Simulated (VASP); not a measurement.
# Au in VASP: further runs, part 2 of 2

VASP 6.6.1.

### 4 Single point, PBE

INCAR reads:

```
  ALGO = Normal
  EDIFF = 1E-6
  ENCUT = 520
  GGA = PE
  ISIF = 2
  ISMEAR = -1
  LASPH = T
  LCHARG = F
  LREAL = F
  LWAVE = F
  NBANDS = 18
  NELM = 80
  PREC = Accurate
  SIGMA = 0.05
```

KPOINTS reads:

```
k-points
0
Gamma
  9 9 5
```

POSCAR reads:

```
Au
1.0
    2.9000000000      0.0000000000      0.0000000000
   -1.4500000000      2.5114736710      0.0000000000
    0.0000000000      0.0000000000      4.8800000000
Au
2
Direct
    0.9107447007      0.8197700911      0.7500000000
    0.5892553648      0.1802300399      0.2500000000
```

The run is started by

```sh
$ cat potpaw_PBE.64/Au/POTCAR > POTCAR
$ mpirun -np 1 vasp_std > vasp.out
```

It took 17 s on 1 thread of Intel Xeon 6975P-C (Granite Rapids), shared host; peak memory 0.19 GiB.

Results (log left out):

```yaml
Free_energy: -6.4753 eV
Pressure: 1.4 GPa
Largest_force: 0.044 eV/Å
Band_gap_on_the_k_mesh: zero (band 11 reaches 12.25 eV, above the bottom of band 12 at 6.37 eV)
```

Forces on the atoms (eV/Å):
```
Au  -0.002  0.044  0.000
Au   0.002 -0.044  0.000
```

Stress tensor (GPa, compression positive):
```
1.52 0.01 0.00
0.01 1.96 0.00
0.00 0.00 0.81
```

Levels at points of the mesh, in eV from the Fermi level:
```csv
k point,band 7,band 8,band 9,band 10,band 11,band 12,band 13,band 14,band 15,band 16
"(0.00, 0.00, 0.00)",-4.02,-3.50,-3.30,-2.24,-2.05,-0.94,2.48,14.64,15.67,16.72
```

Caveat: spin-orbit coupling is left out, which moves the levels of the heavy elements.

### 5 Single point, PBE

INCAR reads:

```
SYSTEM = Au
PREC     = Accurate       ! precision mode
ENCUT    = 520            ! plane-wave cutoff, eV
EDIFF    = 1E-7           ! SCF threshold, eV
ISMEAR   = -1             ! smearing method
SIGMA    = 0.05           ! smearing width, eV
LREAL    = .FALSE.        ! projectors in reciprocal space
LASPH    = .TRUE.         ! aspherical terms in the spheres
NELM     = 60             ! most SCF steps
ALGO     = Normal         ! electronic algorithm
ISIF     = 2              ! what is computed and relaxed
LWAVE    = .FALSE.        ! write WAVECAR
LCHARG   = .FALSE.        ! write CHGCAR
GGA      = PE             ! functional
NBANDS   = 18             ! bands
```

KPOINTS reads:

```
regular mesh
0
G
  9 9 5
  0 0 0
```

POSCAR reads:

```
Au
1.0
    2.9000000000      0.0000000000      0.0000000000
   -1.4500000000      2.5114736710      0.0000000000
    0.0000000000      0.0000000000      4.8800000000
Au
2
Direct
    0.9107347349      0.8197191250      0.7500000000
    0.5892653306      0.1802810060      0.2500000000
```

Potentials or basis: VASP PAW PBE potentials, release 64 (Au).

The run is started by

```sh
$ cat potpaw_PBE.64/Au/POTCAR > POTCAR
$ mpirun -np 1 vasp_std > vasp.out
```

OUTCAR:

```text
SYSTEM = Au
   PREC = Accurate
   ENCUT = 520
   EDIFF = 1E-7
   ISMEAR = -1
   LREAL = .FALSE.
   LASPH = .TRUE.
   NELM = 60
   ISIF = 2
   GGA = PE

 ion  position               nearest neighbor table
   1  0.911  0.820  0.750-   2 2.92   2 2.92   2 2.98   2 2.98   2 2.98   2 2.98
   2  0.589  0.180  0.250-   1 2.92   1 2.92   1 2.98   1 2.98   1 2.98   1 2.98

  LATTYP: Found a hexagonal cell.
 ALAT       =     2.9000000000
 C/A-ratio  =     1.6827586207

  Lattice vectors:
[... 192 lines left out ...]
      3       4.1227      2.00000
      4       4.4024      2.00000
      5       4.4390      2.00000
      6       4.6801      2.00000
[... 481 lines left out ...]
      5       4.3299      2.00000
      6       4.6965      2.00000
[... 10 lines left out ...]
     17      21.3708      0.00000
     18      23.7016      0.00000

 [... further k-points ...]
[... 5 lines left out ...]
  --------------------------------------------------------------------------------------
  -------------------------------------------------------------------------------------
  Total        0.3368731      0.4360678      0.1793359      0.0032009      0.0000000      0.0000000
  in kB       15.1855495     19.6570433      8.0840928      0.1442886      0.0000000      0.0000000
  external PRESSURE =      14.3088952 kB  Pullay stress =       0.0000000 kB

 VOLUME and BASIS-vectors are now :
 -----------------------------------------------------------------------------
  energy-cutoff  :      520.00
  volume of cell :       35.54
      direct lattice vectors                 reciprocal lattice vectors
     2.900000000  0.000000000  0.000000000     0.344827586  0.199086300  0.000000000
    -1.450000000  2.511473671  0.000000000     0.000000000  0.398172599  0.000000000
     0.000000000  0.000000000  4.880000000     0.000000000  0.000000000  0.204918033

 POSITION                                       TOTAL-FORCE (eV/Angst)
 -----------------------------------------------------------------------------------
      1.45254      2.05870      3.66000        -0.001883      0.044453      0.000000
      1.44746      0.45277      1.22000         0.001883     -0.044453      0.000000
 -----------------------------------------------------------------------------------
    total drift:                                0.000000     -0.000000     -0.000000

  FREE ENERGIE OF THE ION-ELECTRON SYSTEM (eV)
  ---------------------------------------------------
  free  energy   TOTEN  =        -6.4752882893 eV

  energy  without entropy=       -6.4738517172  energy(sigma->0) =       -6.47457000
```

stdout:

```text
POSCAR found type information on POSCAR Au
 POSCAR found :  1 types and       2 ions
 scaLAPACK will be used
 LDA part: xc-table for (Slater+PW92), standard interpolation
 POSCAR, INCAR and KPOINTS ok, starting setup
 FFT: planning ... GRIDC
 FFT: planning ... GRID_SOFT
 FFT: planning ... GRID
 WAVECAR not read
 entering main loop
```

Wall time 18 s (1 thread of Intel Xeon 6975P-C (Granite Rapids), shared host); peak memory 0.2 GiB.

What came out:

```
Free energy            : -6.4753 eV
Pressure               : 1.4 GPa
Largest force          : 0.044 eV/Å
Band gap on the k mesh : zero (band 11 reaches 12.25 eV, above the bottom of band 12 at 6.37 eV)
```

Forces in eV/Å, atoms in the order of the input:
```
Au  -0.002  0.044  0.000
Au   0.002 -0.044  0.000
```

Stress tensor (GPa, compression positive):
```
1.52 0.01 0.00
0.01 1.97 0.00
0.00 0.00 0.81
```

Caveat: spin-orbit coupling is left out, which moves the levels of the heavy elements.
